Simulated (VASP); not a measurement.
# O2 in VASP: further runs

O2 is run at these levels: revPBE; tasks: single point, relaxation of the atoms.

Everything below comes from runs of VASP 6.6.1. Logs are shortened: lines on timing, memory, paths and dates and some standing lists are left out, and cuts for length are marked.

## 1. The cell of the first run

The cell holds a molecule in a box, 2 atoms: a = 12.000 Å, b = 12.300 Å, c = 12.600 Å, α = 90.00°, β = 90.00°, γ = 90.00°.

## 2. Single point, revPBE, collinear spin, ferromagnetic start

INCAR reads:

```
ALGO = Normal
EDIFF = 1E-6
ENCUT = 520
GGA = RE
ISIF = 2
ISMEAR = -1
ISPIN = 2
LASPH = T
LCHARG = F
LORBIT = 11
LREAL = F
LWAVE = F
MAGMOM = 1 1
NBANDS = 17
NELM = 150
PREC = Accurate
SIGMA = 0.01
```

KPOINTS reads:

```
k-points
0
Gamma
  1 1 1
```

POSCAR reads:

```
O
1.0
   12.0000000000      0.0000000000      0.0000000000
    0.0000000000     12.3000000000      0.0000000000
    0.0000000000      0.0000000000     12.6000000000
O
2
Direct
    0.5000000000      0.5000000000      0.4514667759
    0.5000000000      0.5000000000      0.5485332241
```

Potentials or basis: VASP PAW PBE potentials, release 64 (O).

Command:

```console
$ cat potpaw_PBE.64/O/POTCAR > POTCAR
$ mpirun -np 1 vasp_gam > vasp.out
```

OUTCAR:

```text
EDIFF = 1E-6
   ENCUT = 520
   GGA = RE
   ISIF = 2
   ISMEAR = -1
   ISPIN = 2
   LASPH = T
   LORBIT = 11
   LREAL = F
   NELM = 150
   PREC = Accurate

 ion  position               nearest neighbor table
   1  0.500  0.500  0.451-   2 1.22
   2  0.500  0.500  0.549-   1 1.22

  LATTYP: Found a simple orthorhombic cell.
 ALAT       =    12.0000000000
 B/A-ratio  =     1.0250000000
 C/A-ratio  =     1.0500000000

  Lattice vectors:

 A1 = (  12.0000000000,   0.0000000000,   0.0000000000)
 A2 = (   0.0000000000,  12.3000000000,   0.0000000000)
 A3 = (   0.0000000000,   0.0000000000,  12.6000000000)

Analysis of symmetry for initial positions (statically):
=====================================================================
 Subroutine PRICEL returns:
 Original cell was already a primitive cell.

 Routine SETGRP: Setting up the symmetry group for a
 simple orthorhombic supercell.

 Subroutine GETGRP returns: Found  8 space group operations
 (whereof  8 operations were pure point group operations)
 out of a pool of  8 trial point group operations.

The static configuration has the point symmetry D_2h.

Analysis of symmetry for dynamics (positions and initial velocities):
=====================================================================
 Subroutine PRICEL returns:
 Original cell was already a primitive cell.

 Routine SETGRP: Setting up the symmetry group for a
 simple orthorhombic supercell.

 Subroutine GETGRP returns: Found  8 space group operations
 (whereof  8 operations were pure point group operations)
 out of a pool of  8 trial point group operations.

The dynamic configuration has the point symmetry D_2h.

Analysis of structural, dynamic, and magnetic symmetry:
=====================================================================
 Subroutine PRICEL returns:
 Original cell was already a primitive cell.

 Routine SETGRP: Setting up the symmetry group for a
 simple orthorhombic supercell.

 Subroutine GETGRP returns: Found  8 space group operations
 (whereof  8 operations were pure point group operations)
 out of a pool of  8 trial point group operations.

The overall configuration has the point symmetry D_2h.

 Subroutine INISYM returns: Found  8 space group operations
 (whereof  8 operations are pure point group operations),
 and found     1 'primitive' translations

----------------------------------------------------------------------------------------

                                     Primitive cell

  volume of cell :    1859.7600

  direct lattice vectors                    reciprocal lattice vectors
    12.000000000  0.000000000  0.000000000     0.083333333  0.000000000  0.000000000
     0.000000000 12.300000000  0.000000000     0.000000000  0.081300813  0.000000000
     0.000000000  0.000000000 12.600000000     0.000000000  0.000000000  0.079365079

  length of vectors
    12.000000000 12.300000000 12.600000000     0.083333333  0.081300813  0.079365079

  position of ions in fractional coordinates (direct lattice)
     0.500000000  0.500000000  0.451466776
     0.500000000  0.500000000  0.548533224

  ion indices of the primitive-cell ions
   primitive index   ion index
                 1           1
                 2           2

----------------------------------------------------------------------------------------

 KPOINTS: k-points

Automatic generation of k-mesh.
 Grid dimensions read from file:
 generate k-points for:    1    1    1

 Generating k-lattice:

  Cartesian coordinates                     Fractional coordinates (reciprocal lattice)
     0.083333333  0.000000000  0.000000000     1.000000000  0.000000000  0.000000000
     0.000000000  0.081300813  0.000000000     0.000000000  1.000000000  0.000000000
     0.000000000  0.000000000  0.079365079     0.000000000  0.000000000  1.000000000

  Length of vectors
     0.083333333  0.081300813  0.079365079

  Shift w.r.t. Gamma in fractional coordinates (k-lattice)
     0.000000000  0.000000000  0.000000000

 Subroutine IBZKPT returns following result:
 ===========================================

 Found      1 irreducible k-points:

 Following reciprocal coordinates:
            Coordinates               Weight
  0.000000  0.000000  0.000000      1.000000
   k-points           NKPTS =      1   k-points in BZ     NKDIM =      1   number of bands    NBANDS=     17
   number of dos      NEDOS =    301   number of ions     NIONS =      2
   total plane-waves  NPLWV = 829440
   dimension x,y,z NGX =    90 NGY =   96 NGZ =   96
   dimension x,y,z NGXF=   180 NGYF=  192 NGZF=  192
   ions per type =               2
   NGX,Y,Z   is equivalent  to a cutoff of  12.47, 12.98, 12.67 a.u.
   NGXF,Y,Z  is equivalent  to a cutoff of  24.94, 25.95, 25.33 a.u.
 SYSTEM =  unknown system
   PREC   = accura    normal or accurate (medium, high low for compatibility)
   ISTART =      0    job   : 0-new  1-cont  2-samecut
   ICHARG =      2    charge: 1-file 2-atom 10-const
   ISPIN  =      2    spin polarized calculation?
   LNONCOLLINEAR =      F non collinear calculations
   LSORBIT =      F    spin-orbit coupling
   LASPH  =      T    aspherical Exc in radial PAW
   ENCUT  =  520.0 eV  38.22 Ry    6.18 a.u.  22.31 22.87 23.43*2*pi/ulx,y,z
   NELM   =    150;   NELMIN=  2; NELMDL= -5     # of ELM steps
   EDIFF  = 0.1E-05   stopping-criterion for ELM
   LREAL  =      F    real-space projection
[... 7 lines left out ...]
   TEBEG  =    0.0;   TEEND  =   0.0 temperature during run
   PSTRESS=    0.0 pullay stress
   NELECT =      12.0000    total number of electrons
   NUPDOWN=      -1.0000    fix difference up-down
   EMIN   =  10.00;   EMAX   =-10.00  energy-range for DOS
   EFERMI =   0.00;   METHOD = LEGACY
   ISMEAR =    -1;   SIGMA  =   0.01  broadening in eV -4-tet -1-fermi 0-gaus
   EFERMI_NEDOS =   21; number of points for ismear=-14 and -15
   IALGO  =     38    algorithm
   IMIX   =      4    mixing-type and parameters
     AMIX     =   0.40;   BMIX     =  1.00
     AMIX_MAG =   1.60;   BMIX_MAG =  1.00
  volume/ion in A,a.u.               =     929.88      6275.14
  Fermi-wavevector in a.u.,A,eV,Ry     =   0.304778  0.575946  1.263836  0.092889
  Thomas-Fermi vector in A             =   1.177187
   LORBIT       =     11    0 simple, 1 ext, 2 COOP (PROOUT), +10 PAW based schemes
   GGA     = RE    functional components
   LHFCALC =     F    Hartree Fock is set to
   AEXX    =    0.0000 exact exchange contribution
   IVDW    =     0    specifies the selected vdW correction
   LEPSILON=     F    determine dielectric tensor
   LRPA    =     F    only Hartree local field effects (RPA)
 spin polarized calculation
  energy-cutoff  :      520.00
  volume of cell :     1859.76
 maximum number of plane-waves:     25042
 NGX is ok and might be reduce to    90
   NGX = 45   NGY = 45   NGZ = 47

 number of electron      11.9999999 magnetization       1.9999999

 Free energy of the ion-electron system (eV)
  ---------------------------------------------------
  ext. energy  EPLUGINS =         0.00000000
  ---------------------------------------------------
  free energy    TOTEN  =        -9.63879496 eV

  energy without entropy =       -9.63879496  energy(sigma->0) =       -9.63879496

 E-fermi :  -6.5313     XC(G=0):  -0.3458

 val. band max:       -6.8226517743   @ k =   0.0000   0.0000   0.0000
 cond. band min:      -4.4588346420   @ k =   0.0000   0.0000   0.0000
 fundamental gap:      2.3638171323
 Fermi energy:        -6.5312638351

 spin component 1

 k-point     1 :       0.0000    0.0000    0.0000
  band No.  band energies     occupation
      1     -32.6820      1.00000
      2     -20.5678      1.00000
      3     -13.3290      1.00000
      4     -13.2892      1.00000
      5     -13.2892      1.00000
      6      -6.8227      1.00000
      7      -6.8227      1.00000
      8      -0.3227      0.00000
      9       0.4637      0.00000
     10       0.5726      0.00000
     11       0.6860      0.00000
     12       0.7218      0.00000
     13       0.9319      0.00000
     14       0.9987      0.00000
     15       1.4178      0.00000
     16       1.6125      0.00000
     17       1.6361      0.00000
 Fermi energy:        -6.5312638351

 spin component 2

 k-point     1 :       0.0000    0.0000    0.0000
  band No.  band energies     occupation
      1     -31.4605      1.00000
      2     -18.7550      1.00000
      3     -12.4270      1.00000
      4     -11.3953      1.00000
      5     -11.3953      1.00000
      6      -4.4588      0.00000
      7      -4.4588      0.00000
      8      -0.2189      0.00000
      9       0.6363      0.00000
     10       0.6493      0.00000
     11       0.7818      0.00000
     12       0.8220      0.00000
     13       0.9556      0.00000
     14       1.0223      0.00000
     15       1.5200      0.00000
     16       1.6670      0.00000
     17       1.6911      0.00000

------------------------ aborting loop because EDIFF is reached ----------------------------------------

  FORCE on cell =-STRESS in cart. coord.  units (eV):
  Direction    XX          YY          ZZ          XY          YZ          ZX
  --------------------------------------------------------------------------------------
  -------------------------------------------------------------------------------------
  Total       -0.0678277     -0.0674638      1.2183069     -0.0000000      0.0000000      0.0000000
  in kB       -0.0584333     -0.0581199      1.0495675     -0.0000000      0.0000000      0.0000000
  external PRESSURE =       0.3110048 kB  Pullay stress =       0.0000000 kB

 VOLUME and BASIS-vectors are now :
 -----------------------------------------------------------------------------
  energy-cutoff  :      520.00
  volume of cell :     1859.76
      direct lattice vectors                 reciprocal lattice vectors
    12.000000000  0.000000000  0.000000000     0.083333333  0.000000000  0.000000000
     0.000000000 12.300000000  0.000000000     0.000000000  0.081300813  0.000000000
     0.000000000  0.000000000 12.600000000     0.000000000  0.000000000  0.079365079

 POSITION                                       TOTAL-FORCE (eV/Angst)
 -----------------------------------------------------------------------------------
      6.00000      6.15000      5.68848         0.000000      0.000000     -1.057900
      6.00000      6.15000      6.91152         0.000000      0.000000      1.057900
 -----------------------------------------------------------------------------------
    total drift:                                0.000000     -0.000000      0.000000

  FREE ENERGIE OF THE ION-ELECTRON SYSTEM (eV)
  ---------------------------------------------------
  free  energy   TOTEN  =        -9.6387949552 eV

  energy  without entropy=       -9.6387949552  energy(sigma->0) =       -9.63879496

 total charge

# of ion       s       p       d       tot
------------------------------------------
    1        1.616   3.294   0.000   4.910
    2        1.616   3.294   0.000   4.910
--------------------------------------------------
tot          3.231   6.588   0.000   9.819

 magnetization (x)

# of ion       s       p       d       tot
------------------------------------------
    1        0.010   0.800   0.000   0.810
    2        0.010   0.800   0.000   0.810
--------------------------------------------------
tot          0.020   1.601   0.000   1.621
```

Run time: 12 min. Hardware: 1 thread of Intel Xeon 8259CL, shared host; peak memory 1.8 GiB.

What came out:

```yaml
Free_energy: -9.6388 eV
Largest_force: 1.058 eV/Å
Gap_between_the_frontier_levels: 2.36 eV
Net_moment: 2.00 μB per cell
Site_moments: O +0.81 μB
Valence_electrons_inside_the_program's_atomic_spheres: O 4.91
```

Forces on the atoms (eV/Å):
```
O    0.000  0.000 -1.058
O    0.000  0.000  1.058
```

Caveat: the standard files for N, O and F lose accuracy on very short bonds; the PAW data sets were made with another functional, which shifts forces and pressure a little.

## 3. Single point, revPBE, non-collinear spin, typed start, spin-orbit coupling

INCAR reads:

```
SYSTEM = O
ALGO = Normal ; EDIFF = 1E-6
ENCUT = 520 ; GGA = RE
GGA_COMPAT = .FALSE. ; ISIF = 2
ISMEAR = -1 ; LASPH = .TRUE.
LCHARG = .FALSE. ; LNONCOLLINEAR = .TRUE.
LORBIT = 11 ; LORBMOM = .TRUE.
LREAL = .FALSE. ; LSORBIT = .TRUE.
LWAVE = .FALSE. ; MAGMOM = 0 0 0.561 0 0 0.561
NBANDS = 24 ; NELM = 150
PREC = Accurate ; SIGMA = 0.01
```

KPOINTS reads:

```
k-points
0
G
  1 1 1
  0 0 0
```

POSCAR is that of step 2.

Potentials or basis: VASP PAW PBE potentials, release 64 (O).

Command:

```console
$ cat potpaw_PBE.64/O/POTCAR > POTCAR
$ mpirun -np 1 vasp_ncl > vasp.out
```

It took 44 min on 1 thread of Intel Xeon 8259CL, shared host; peak memory 4.5 GiB.

It converged, with:

* Free energy: -9.6392 eV
* Largest force: 1.057 eV/Å
* Net moment: 2.00 μB per cell
* Valence electrons inside the program's atomic spheres: O 4.91

Forces in eV/Å, atoms in the order of the input:
```
O    0.000  0.000 -1.057
O    0.000  0.000  1.057
```

Moments on the atoms (μB; x, y, z):
```
O   0.00 0.00 0.81
O   0.00 0.00 0.81
```

Caveat: the standard files for N, O and F lose accuracy on very short bonds; the PAW data sets were made with another functional, which shifts forces and pressure a little.

## 4. Relaxation of the atoms, revPBE, collinear spin, ferromagnetic start

INCAR reads:

```
SYSTEM = O
PREC = Accurate
ENCUT = 520
EDIFF = 1E-6
ISMEAR = -1
SIGMA = 0.01
LREAL = .False.
LASPH = .True.
NELM = 150
ALGO = Normal
ISIF = 2
LWAVE = .False.
LCHARG = .False.
ISPIN = 2
MAGMOM = 1 1
LORBIT = 11
GGA = RE
IBRION = 2
NSW = 80
EDIFFG = -0.01
```

KPOINTS reads:

```
regular mesh
0
Gamma
  1 1 1
  0 0 0
```

POSCAR reads:

```
O
1.0
   12.0000000000      0.0000000000      0.0000000000
    0.0000000000     12.3000000000      0.0000000000
    0.0000000000      0.0000000000     12.6000000000
O
2
Direct
    0.5000000000      0.5000000000      0.4515873016
    0.5000000000      0.5000000000      0.5484126984
```

Command:

```console
$ cat potpaw_PBE.64/O/POTCAR > POTCAR
$ mpirun -np 1 vasp_gam > vasp.out
```

Run time: 18 min. Hardware: 1 thread of Intel Xeon 8259CL, shared host; peak memory 1.9 GiB.

The run converged. Its results:

* Free energy: -9.6462 eV
* Energy gained by relaxing: 5.5 meV/atom
* Ionic steps: 4
* Gap between the frontier levels: 2.36 eV
* Net moment: 2.00 μB per cell
* Site moments: O +0.81 μB
* Valence electrons inside the program's atomic spheres: O 4.89

Forces in eV/Å, atoms in the order of the input:
```
O    0.000  0.000  0.003
O    0.000  0.000 -0.003
```

Step by step:
```csv
step,energy change (eV),largest force (eV/Å),pressure (GPa)
1,0.0000,1.2991,0.04
2,0.3090,5.2008,-0.21
3,-0.0109,0.0408,-0.01
4,-0.0110,0.0026,-0.01
```

Final structure:
```
CELL_PARAMETERS angstrom
12.00000 0.00000 0.00000
0.00000 12.30000 0.00000
0.00000 0.00000 12.60000
ATOMIC_POSITIONS crystal
O 0.50000 0.50000 0.45090
O 0.50000 0.50000 0.54910
```

Levels at points of the mesh, in eV from the valence-band top:
Spin up:
| k point | band 4 | band 5 | band 6 | band 7 | band 8 | band 9 | band 10 | band 11 |
| --- | --- | --- | --- | --- | --- | --- | --- | --- |
| (0.00, 0.00, 0.00) | -6.23 | -6.23 | 0.00 | 0.00 | 6.61 | 7.37 | 7.53 | 7.62 |
Spin down:
```csv
k point,band 3,band 4,band 5,band 6,band 7,band 8
"(0.00, 0.00, 0.00)",-5.47,-4.34,-4.34,2.36,2.36,6.71
```

Caveat: the standard files for N, O and F lose accuracy on very short bonds; the PAW data sets were made with another functional, which shifts forces and pressure a little.

## 5. Overview

| task | spin | cell | gap on the mesh (eV) | moment (μB) | largest force (eV/Å) |
| --- | --- | --- | --- | --- | --- |
| single point | collinear, ferromagnetic start | as given, atomic positions A | 2.36 | 2.00 | 1.06 |
| single point | non-collinear, typed start, SOC | as given, atomic positions A | - | 2.00 | 1.06 |
| relaxation of the atoms | collinear, ferromagnetic start | atoms relaxed, atomic positions B | 2.36 | 2.00 | - |

Alike in all rows: level revPBE; potentials or basis VASP PAW PBE potentials, release 64 (O); k mesh 1 × 1 × 1; cutoff (eV) 520; smearing fermi-dirac 0.01 eV.

Caveats: the standard files for N, O and F lose accuracy on very short bonds; the PAW data sets were made with another functional, which shifts forces and pressure a little.

Total energies depend on the potentials used, so only differences within one code and one set of settings carry meaning.
